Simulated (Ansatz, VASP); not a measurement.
**TiC: VASP beside Ansatz**

```
Ti C
1.0
     0.00000    2.16400    2.16400
     2.16400    0.00000    2.16400
     2.16400    2.16400    0.00000
Ti C
1 1
Direct
  0.00000 0.00000 0.00000
  0.50000 0.50000 0.50000
```

Alike in both runs: task single point; functional PBE; k mesh 14 × 14 × 14; occupations fermi-dirac, width 0.03 eV; no spin polarisation.

```csv
,VASP,Ansatz
version,VASP 6.6.1,Ansatz 0.2.0
potentials or method,"VASP PAW PBE potentials, release 64 (Ti_sv, C), cutoff 520 eV","all-electron LAPW, scalar-relativistic"
```

|  | VASP | Ansatz | Ansatz less VASP |
| --- | --- | --- | --- |
| pressure (GPa) | 1.1 | 6.4 | +5.33 |

One of these differences is far larger than is usual between the two programs; its cause wasn't traced. Ansatz ran all-electron here, and VASP with PAW potentials.
